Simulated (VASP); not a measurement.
# MoS2 (P6_3/mmc) in VASP: a series of runs

The runs below take MoS2 through single point, with r2SCAN.

Everything below comes from runs of VASP 6.6.1. Logs are shortened: lines on timing, memory, paths and dates and some standing lists are left out, and cuts for length are marked.

**The experiment to reproduce.**

“Multiwavelength excitation Raman Scattering Analysis of bulk and 2 dimensional MoS2: Vibrational properties of atomically thin MoS2 layers”, 2015, arxiv:1506.03228 reports, for a bulk crystal of MoS2 at 300 K: band gap 1.3 eV (indirect).

The results are compared with them further down.

### 1 The cell of the first run

It takes space group P6_3/mmc (No. 194, hexagonal). Conventional cell: a = 3.174 Å, b = 3.174 Å, c = 12.528 Å, α = 90.00°, β = 90.00°, γ = 120.00°. Mo (site symmetry -6m2) has 6 S at 2.40 Å and 6 Mo at 3.17 Å within 3.2 Å. Within 3.2 Å of S (site symmetry 3m) lie 3 Mo at 2.40 Å and 7 S at 3.11 to 3.17 Å.

### 2 Single point, r2SCAN, collinear spin (18.22 Å³/atom)

File POSCAR:

```
MoS2
1.0
    3.1740368716      0.0000000000      0.0000000000
   -1.5870184358      2.7487965634      0.0000000000
    0.0000000000      0.0000000000     12.5283015909
Mo S
2 4
Direct
    0.3333333333      0.6666666667      0.2500000000
    0.6666666667      0.3333333333      0.7500000000
    0.3333333333      0.6666666667      0.6259764922
    0.6666666667      0.3333333333      0.1259764922
    0.3333333333      0.6666666667      0.8740235078
    0.6666666667      0.3333333333      0.3740235078
```

File INCAR.step1:

```
SYSTEM = MoS2
  ALGO = Normal
  EDIFF = 1E-4
  ENCUT = 520
  GGA = PE
  ISMEAR = 0
  ISPIN = 2
  LASPH = .TRUE.
  LCHARG = .FALSE.
  LMAXMIX = 4
  LREAL = .FALSE.
  LWAVE = .TRUE.
  MAGMOM = 0.05 0.05 0 0 0 0
  NBANDS = 39
  NELM = 150
  PREC = Accurate
  SIGMA = 0.05
```

File INCAR.step2:

```
SYSTEM = MoS2
  ALGO = Normal
  EDIFF = 1E-6
  ENCUT = 520
  ISIF = 2
  ISMEAR = 0
  ISPIN = 2
  ISTART = 1
  LASPH = .TRUE.
  LCHARG = .FALSE.
  LMAXMIX = 4
  LMIXTAU = .TRUE.
  LORBIT = 11
  LREAL = .FALSE.
  LWAVE = .FALSE.
  MAGMOM = 0.05 0.05 0 0 0 0
  METAGGA = R2SCAN
  NBANDS = 39
  NELM = 150
  PREC = Accurate
  SIGMA = 0.05
```

File KPOINTS:

```
k-points
0
G
  8 8 2
  0 0 0
```

Potentials or basis: VASP PAW PBE potentials, release 64 (Mo_sv, S).

The run is started by

```
cat potpaw_PBE.64/Mo_sv/POTCAR potpaw_PBE.64/S/POTCAR > POTCAR
cp INCAR.step1 INCAR
mpirun -np 1 vasp_std > vasp.out
cp INCAR.step2 INCAR
mpirun -np 1 vasp_std > vasp.out
```

OUTCAR:

```text
SYSTEM = MoS2
   EDIFF = 1E-6
   ENCUT = 520
   ISIF = 2
   ISMEAR = 0
   ISPIN = 2
   ISTART = 1
   LASPH = .TRUE.
   LORBIT = 11
   LREAL = .FALSE.
   METAGGA = R2SCAN
   NELM = 150
   PREC = Accurate

 ion  position               nearest neighbor table
   1  0.333  0.667  0.250-   4 2.40   6 2.40   4 2.40   6 2.40   4 2.40   6 2.40
   2  0.667  0.333  0.750-   3 2.40   5 2.40   3 2.40   5 2.40   3 2.40   5 2.40
   3  0.333  0.667  0.626-   2 2.40   2 2.40   2 2.40
   4  0.667  0.333  0.126-   1 2.40   1 2.40   1 2.40
   5  0.333  0.667  0.874-   2 2.40   2 2.40   2 2.40
   6  0.667  0.333  0.374-   1 2.40   1 2.40   1 2.40

  LATTYP: Found a hexagonal cell.
 ALAT       =     3.1740368716
 C/A-ratio  =     3.9471191097

  Lattice vectors:

 A1 = (   3.1740368716,   0.0000000000,   0.0000000000)
 A2 = (  -1.5870184358,   2.7487965634,   0.0000000000)
 A3 = (   0.0000000000,   0.0000000000,  12.5283015909)

Analysis of symmetry for initial positions (statically):
=====================================================================
 Subroutine PRICEL returns:
 Original cell was already a primitive cell.

 Routine SETGRP: Setting up the symmetry group for a
 hexagonal supercell.

 Subroutine GETGRP returns: Found 24 space group operations
 (whereof 12 operations were pure point group operations)
 out of a pool of 24 trial point group operations.

The static configuration has the point symmetry D_3d.
 The point group associated with its full space group is D_6h.

Analysis of symmetry for dynamics (positions and initial velocities):
=====================================================================
 Subroutine PRICEL returns:
 Original cell was already a primitive cell.

 Routine SETGRP: Setting up the symmetry group for a
 hexagonal supercell.

 Subroutine GETGRP returns: Found 24 space group operations
 (whereof 12 operations were pure point group operations)
 out of a pool of 24 trial point group operations.

The dynamic configuration has the point symmetry D_3d.
 The point group associated with its full space group is D_6h.

Analysis of structural, dynamic, and magnetic symmetry:
=====================================================================
 Subroutine PRICEL returns:
 Original cell was already a primitive cell.

 Routine SETGRP: Setting up the symmetry group for a
 hexagonal supercell.

[... 140 lines left out ...]
 Gauss-broadening in eV      SIGMA  =   0.05
  energy-cutoff  :      520.00
  volume of cell :      109.31
 maximum number of plane-waves:      2968
 NGX is ok and might be reduce to    24
   NGX = 11   NGY = 11   NGZ = 47

 number of electron      52.0000000 magnetization       0.0000000

 number of electron      52.0000000 magnetization      -0.0000000

 Free energy of the ion-electron system (eV)
  ---------------------------------------------------
  ext. energy  EPLUGINS =         0.00000000
  ---------------------------------------------------
  free energy    TOTEN  =       -90.06863998 eV

  energy without entropy =      -90.06863998  energy(sigma->0) =      -90.06863998

 E-fermi :   7.4147     XC(G=0): -11.3486

 val. band max:        7.1035121918   @ k =   0.0000   0.0000   0.0000
 cond. band min:       8.2885811002   @ k =   0.2500   0.1250   0.0000
 fundamental gap:      1.1850689084
 Fermi energy:         7.4147020503

 spin component 1

 k-point     1 :       0.0000    0.0000    0.0000
  band No.  band energies     occupation
      1     -56.3616      1.00000
      2     -56.3616      1.00000
      3     -29.7817      1.00000
      4     -29.7816      1.00000
      5     -29.5613      1.00000
      6     -29.5613      1.00000
[... 809 lines left out ...]
     37      15.2447      0.00000
     38      15.2447      0.00000
 Fermi energy:         7.4147020503

 spin component 2

 k-point     1 :       0.0000    0.0000    0.0000
  band No.  band energies     occupation
      1     -56.3616      1.00000
      2     -56.3616      1.00000
      3     -29.7817      1.00000
      4     -29.7816      1.00000
      5     -29.5613      1.00000
      6     -29.5613      1.00000
[... 809 lines left out ...]
     37      15.2447      0.00000
     38      15.2447      0.00000
 [bands above 38 left out]

------------------------ aborting loop because EDIFF is reached ----------------------------------------

  FORCE on cell =-STRESS in cart. coord.  units (eV):
  Direction    XX          YY          ZZ          XY          YZ          ZX
  --------------------------------------------------------------------------------------
  -------------------------------------------------------------------------------------
  Total        0.8509755      0.8509755      0.7520642      0.0000000      0.0000000     -0.0000000
  in kB       12.4732864     12.4732864     11.0234810      0.0000000      0.0000000     -0.0000000
  external PRESSURE =      11.9900179 kB  Pullay stress =       0.0000000 kB

 VOLUME and BASIS-vectors are now :
 -----------------------------------------------------------------------------
  energy-cutoff  :      520.00
  volume of cell :      109.31
      direct lattice vectors                 reciprocal lattice vectors
     3.174036872  0.000000000  0.000000000     0.315056201  0.181897783  0.000000000
    -1.587018436  2.748796563  0.000000000     0.000000000  0.363795565  0.000000000
     0.000000000  0.000000000 12.528301591     0.000000000  0.000000000  0.079819279

 POSITION                                       TOTAL-FORCE (eV/Angst)
 -----------------------------------------------------------------------------------
     -0.00000      1.83253      3.13208         0.000000     -0.000000      0.000000
      1.58702      0.91627      9.39623        -0.000000      0.000000      0.000000
     -0.00000      1.83253      7.84242        -0.000000     -0.000000      0.002020
      1.58702      0.91627      1.57827        -0.000000      0.000000      0.002020
     -0.00000      1.83253     10.95003        -0.000000     -0.000000     -0.002020
      1.58702      0.91627      4.68588         0.000000      0.000000     -0.002020
 -----------------------------------------------------------------------------------
    total drift:                               -0.000000      0.000000     -0.000000

  FREE ENERGIE OF THE ION-ELECTRON SYSTEM (eV)
  ---------------------------------------------------
  free  energy   TOTEN  =       -90.0686399826 eV

  energy  without entropy=      -90.0686399826  energy(sigma->0) =      -90.06863998

 total charge

# of ion       s       p       d       tot
------------------------------------------
    1        2.285   6.222   3.914  12.421
    2        2.285   6.222   3.914  12.421
    3        1.356   2.368   0.000   3.724
    4        1.356   2.368   0.000   3.724
    5        1.356   2.368   0.000   3.724
    6        1.356   2.368   0.000   3.724
--------------------------------------------------
tot          9.993  21.918   7.827  39.738

 magnetization (x)

# of ion       s       p       d       tot
------------------------------------------
    1       -0.000   0.000   0.000   0.000
    2       -0.000   0.000   0.000   0.000
    3        0.000   0.000   0.000   0.000
    4        0.000   0.000   0.000   0.000
    5        0.000   0.000   0.000   0.000
    6        0.000   0.000   0.000   0.000
--------------------------------------------------
tot         -0.000   0.000   0.000   0.000
```

OUTCAR.step1:

```text
SYSTEM = MoS2
   EDIFF = 1E-4
   ENCUT = 520
   GGA = PE
   ISMEAR = 0
   ISPIN = 2
[... 1894 lines left out ...]
     -0.00000      1.83253      7.84242         0.000000      0.000000     -0.136062
      1.58702      0.91627      1.57827         0.000000      0.000000     -0.136062
     -0.00000      1.83253     10.95003        -0.000000     -0.000000      0.136062
      1.58702      0.91627      4.68588         0.000000     -0.000000      0.136062
 -----------------------------------------------------------------------------------
    total drift:                               -0.000000      0.000000     -0.000000

  FREE ENERGIE OF THE ION-ELECTRON SYSTEM (eV)
  ---------------------------------------------------
  free  energy   TOTEN  =       -43.6429433573 eV

  energy  without entropy=      -43.6429433573  energy(sigma->0) =      -43.64294336
```

OSZICAR.step1:

```text
N       E                     dE             d eps       ncg     rms          rms(c)
DAV:   1     0.439049807313E+03    0.43905E+03   -0.28499E+04  3392   0.125E+03
DAV:   2    -0.251431638833E+02   -0.46419E+03   -0.44556E+03  3686   0.340E+02
DAV:   3    -0.462532717159E+02   -0.21110E+02   -0.20751E+02  3835   0.677E+01
DAV:   4    -0.465970461509E+02   -0.34377E+00   -0.34340E+00  3782   0.900E+00
DAV:   5    -0.466032660376E+02   -0.62199E-02   -0.62193E-02  3788   0.121E+00    0.345E+01
DAV:   6    -0.444140815745E+02    0.21892E+01   -0.10809E+01  3405   0.203E+01    0.124E+01
DAV:   7    -0.440100969814E+02    0.40398E+00   -0.44332E+00  3300   0.132E+01    0.836E+00
DAV:   8    -0.436416026916E+02    0.36849E+00   -0.71390E-01  3510   0.563E+00    0.270E+00
DAV:   9    -0.436493587109E+02   -0.77560E-02   -0.84321E-02  3657   0.131E+00    0.126E+00
DAV:  10    -0.436429773829E+02    0.63813E-02   -0.24502E-02  3540   0.990E-01    0.364E-01
DAV:  11    -0.436430986767E+02   -0.12129E-03   -0.15005E-03  3639   0.189E-01    0.171E-01
DAV:  12    -0.436429363379E+02    0.16234E-03   -0.37057E-04  3221   0.104E-01    0.850E-02
DAV:  13    -0.436429433573E+02   -0.70194E-05   -0.11499E-04  2190   0.528E-02
   1 F= -.43642943E+02 E0= -.43642943E+02  d E =-.271416E-20  mag=     0.0002
```

Run time: 14 min. Hardware: 1 thread of Oxide Virtual Turin-like, shared host; peak memory 0.31 GiB.

What came out:

```
Free energy                                           : -90.0686 eV
Pressure                                              : 1.2 GPa
Band gap on the k mesh                                : 1.19 eV (least direct gap 2.05 eV)
Net moment                                            : 0.00 μB per cell
Valence electrons inside the program's atomic spheres : Mo 12.42; S 3.72
```

Forces in eV/Å, atoms in the order of the input:
```
Mo   0.000  0.000  0.000
Mo   0.000  0.000  0.000
S    0.000  0.000  0.002
S    0.000  0.000  0.002
S    0.000  0.000 -0.002
S    0.000  0.000 -0.002
```

Stress tensor (GPa, compression positive):
```
1.25 0.00 0.00
0.00 1.25 0.00
0.00 0.00 1.10
```

Caveat: the PAW data sets were made with another functional, which shifts forces and pressure a little. A k mesh can miss the band edges.

### 3 Single point, r2SCAN, collinear spin (18.60 Å³/atom)

This run uses another cell than the first one, of 18.60 Å³/atom.

File POSCAR:

```
MoS2
1.0
    3.1804581979      0.0000000000      0.0000000000
   -1.5902290989      2.7543575951      0.0000000000
    0.0000000000      0.0000000000     12.7377169336
Mo S
2 4
Direct
    0.3333333333      0.6666666667      0.2500000000
    0.6666666667      0.3333333333      0.7500000000
    0.3333333333      0.6666666667      0.6280967767
    0.6666666667      0.3333333333      0.1280967767
    0.3333333333      0.6666666667      0.8719032233
    0.6666666667      0.3333333333      0.3719032233
```

File INCAR.step1:

```
PREC     = Accurate       # precision mode
ENCUT    = 520            # plane-wave cutoff, eV
ISMEAR   = 0              # smearing method
SIGMA    = 0.05           # smearing width, eV
LREAL    = False          # projectors in reciprocal space
LASPH    = True           # aspherical terms in the spheres
NELM     = 150            # most SCF steps
ISPIN    = 2              # spin polarisation
MAGMOM   = 0.05 0.05 0 0 0 0 # initial moments
LMAXMIX  = 4              # l up to which the mixer works
NBANDS   = 39             # bands
GGA      = PE             # functional
ALGO     = Normal         # electronic algorithm
EDIFF    = 1E-4           # SCF threshold, eV
LWAVE    = True           # write WAVECAR
LCHARG   = False          # write CHGCAR
```

File INCAR.step2:

```
PREC     = Accurate       # precision mode
ENCUT    = 520            # plane-wave cutoff, eV
EDIFF    = 1E-6           # SCF threshold, eV
ISMEAR   = 0              # smearing method
SIGMA    = 0.05           # smearing width, eV
LREAL    = False          # projectors in reciprocal space
LASPH    = True           # aspherical terms in the spheres
NELM     = 150            # most SCF steps
ALGO     = Normal         # electronic algorithm
ISIF     = 2              # what is computed and relaxed
LWAVE    = False          # write WAVECAR
LCHARG   = False          # write CHGCAR
ISPIN    = 2              # spin polarisation
MAGMOM   = 0.05 0.05 0 0 0 0 # initial moments
LORBIT   = 11             # projections on sites
LMAXMIX  = 4              # l up to which the mixer works
METAGGA  = R2SCAN         # meta-GGA
LMIXTAU  = True         
NBANDS   = 39             # bands
ISTART   = 1
```

File KPOINTS:

```
Automatic mesh
0
Gamma
  8 8 2
```

Potentials or basis: VASP PAW PBE potentials, release 64 (Mo_sv, S).

The run is started by

```
cat potpaw_PBE.64/Mo_sv/POTCAR potpaw_PBE.64/S/POTCAR > POTCAR
cp INCAR.step1 INCAR
mpirun -np 1 vasp_std > vasp.out
cp INCAR.step2 INCAR
mpirun -np 1 vasp_std > vasp.out
```

It took 14 min on 1 thread of Oxide Virtual Turin-like, shared host; peak memory 0.32 GiB.

The run converged. Its results:

```
Free energy                                           : -90.0807 eV
Pressure                                              : 0.5 GPa
Largest force                                         : 0.005 eV/Å
Band gap on the k mesh                                : 1.26 eV (least direct gap 2.04 eV)
Net moment                                            : 0.00 μB per cell
Valence electrons inside the program's atomic spheres : Mo 12.41; S 3.72
```

Forces on the atoms (eV/Å):
```
Mo   0.000  0.000  0.000
Mo   0.000  0.000  0.000
S    0.000  0.000 -0.005
S    0.000  0.000 -0.005
S    0.000  0.000  0.005
S    0.000  0.000  0.005
```

Levels at points of the mesh, in eV from the valence-band top:
Spin up:
```tsv
k point	band 23	band 24	band 25	band 26	band 27	band 28	band 29	band 30
(0.00, 0.00, 0.00)	-2.26	-1.47	-0.98	0.00	2.31	2.31	2.33	2.33
(0.50, 0.00, 0.00)	-1.80	-1.68	-1.33	-1.25	1.75	1.78	2.20	2.39
(0.00, 0.00, 0.50)	-2.28	-2.28	-0.28	-0.28	2.32	2.32	2.32	2.32
(0.50, 0.00, 0.50)	-1.74	-1.74	-1.28	-1.28	1.76	1.76	2.30	2.30
```
Spin down:
| k point | band 23 | band 24 | band 25 | band 26 | band 27 | band 28 | band 29 | band 30 |
| --- | --- | --- | --- | --- | --- | --- | --- | --- |
| (0.00, 0.00, 0.00) | -2.26 | -1.47 | -0.98 | 0.00 | 2.31 | 2.31 | 2.33 | 2.33 |
| (0.50, 0.00, 0.00) | -1.80 | -1.68 | -1.33 | -1.25 | 1.75 | 1.78 | 2.20 | 2.39 |
| (0.00, 0.00, 0.50) | -2.28 | -2.28 | -0.28 | -0.28 | 2.32 | 2.32 | 2.32 | 2.32 |
| (0.50, 0.00, 0.50) | -1.74 | -1.74 | -1.28 | -1.28 | 1.76 | 1.76 | 2.30 | 2.30 |

Caveat: the PAW data sets were made with another functional, which shifts forces and pressure a little.

### 4 Comparison with measurements

Step 3. A measured gap of MoS2 is 1.3 eV (indirect; 300 K; “Multiwavelength excitation Raman Scattering Analysis of bulk and 2 dimensional MoS2: Vibrational properties of atomically thin MoS2 layers”, 2015, arxiv:1506.03228); the calculated 1.26 eV misses it by -0.04 eV. Spin-orbit coupling on Mo is left out. The value is that of r2SCAN on a finite k mesh, which can miss the band edges, without temperature or zero-point motion.
